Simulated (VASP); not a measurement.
Crystal: LuHfO2.

```xyz
4
Lattice="3.3513 0.0000 0.0000 0.0000 3.3513 0.0000 0.0000 0.0000 4.7352" Properties=species:S:1:pos:R:3 pbc="T T T"
Lu    0.0000    0.0000    0.0000
Hf    1.6757    1.6757    2.3676
O     0.0000    0.0000    2.3676
O     1.6757    1.6757    0.0000
```

The cell was built from a structure type or drawn by symmetry, and may not be a known phase.

- Program: VASP 6.6.1
- Task: relaxation of cell and atoms
- Functional: PBE
- Potentials or basis: VASP PAW PBE potentials, release 64 (Lu, Hf_pv, O)
- Cutoff: 600 eV
- k mesh: 6 × 6 × 4
- Occupations: gaussian, width 0.1 eV
- Spin: no spin polarisation

At the start: pressure -7.2 GPa; volume 13.30 Å³/atom.

**Question.** Where does the relaxation end?

**Answer.** Over 3 steps the energy falls by 16.6 meV/atom and the volume is 12.61 Å³/atom (-5.1 %); space group P4/mmm (No. 123, to 0.1 Å) before and after.

Step by step:
| step | energy change (eV) | largest force (eV/Å) | pressure (GPa) | volume (Å³) |
| --- | --- | --- | --- | --- |
| 1 | 0.0000 | 0.0000 | -7.18 | 53.18 |
| 2 | -0.0356 | 0.0000 | 5.84 | 48.72 |
| 3 | -0.0664 | 0.0000 | -0.07 | 50.44 |

Final structure:
```cif
data_structure
_symmetry_space_group_name_H-M 'P 1'
_symmetry_Int_Tables_number 1
_cell_length_a 3.2987
_cell_length_b 3.2987
_cell_length_c 4.6358
_cell_angle_alpha 90.000
_cell_angle_beta 90.000
_cell_angle_gamma 90.000
_cell_volume 50.44
loop_
_atom_site_label
_atom_site_type_symbol
_atom_site_fract_x
_atom_site_fract_y
_atom_site_fract_z
_atom_site_occupancy
Lu1 Lu 0.00000 0.00000 0.00000 1
Hf1 Hf 0.50000 0.50000 0.50000 1
O1 O 0.00000 0.00000 0.50000 1
O2 O 0.50000 0.50000 0.00000 1
```

Caveat: an odd number of electrons without spin polarisation forces a metal; a magnetic or distorted state may lie lower.
